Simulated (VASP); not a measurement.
Input of a VASP 6.6.1 run:

Contents of INCAR:

```
SYSTEM = HgTe
ALGO = Normal
EDIFF = 1E-7
ENCUT = 520
GGA = PE
ISIF = 2
ISMEAR = -1
LASPH = .TRUE.
LCHARG = .FALSE.
LREAL = .FALSE.
LWAVE = .FALSE.
NBANDS = 16
NELM = 100
PREC = Accurate
SIGMA = 0.05
```

The input KPOINTS:

```
k-points
0
G
  14 14 14
  0 0 0
```

Contents of POSCAR:

```
HgTe
1.0
    0.0000000000      2.9215000000      2.8338550000
    2.9215000000      0.0000000000      2.8338550000
    2.9215000000      2.9215000000      0.0000000000
Hg Te
1 1
Direct
    0.0000000000      0.0000000000      0.0000000000
    0.5000000000      0.5000000000      0.5000000000
```

Potentials or basis: VASP PAW PBE potentials, release 64 (Hg, Te).

Run with:

```bash
$ cat potpaw_PBE.64/Hg/POTCAR potpaw_PBE.64/Te/POTCAR > POTCAR
$ mpirun -np 1 vasp_std > vasp.out
```

Problem. What does it give for the pressure?

Solution. 14.1 GPa.

Problem. Estimate the band gap on the k mesh.

Solution. Zero (bands 9 and 10 overlap by 3.63 eV).

Stress tensor (GPa, compression positive):
```
12.58  0.00  0.00
 0.00 12.58  0.00
 0.00  0.00 17.10
```

Caveat: the cell differs from its parent crystal (z stretched by -3 %, then relaxed in part); the cell stands under pressure; spin-orbit coupling is left out, which moves the levels of the heavy elements.
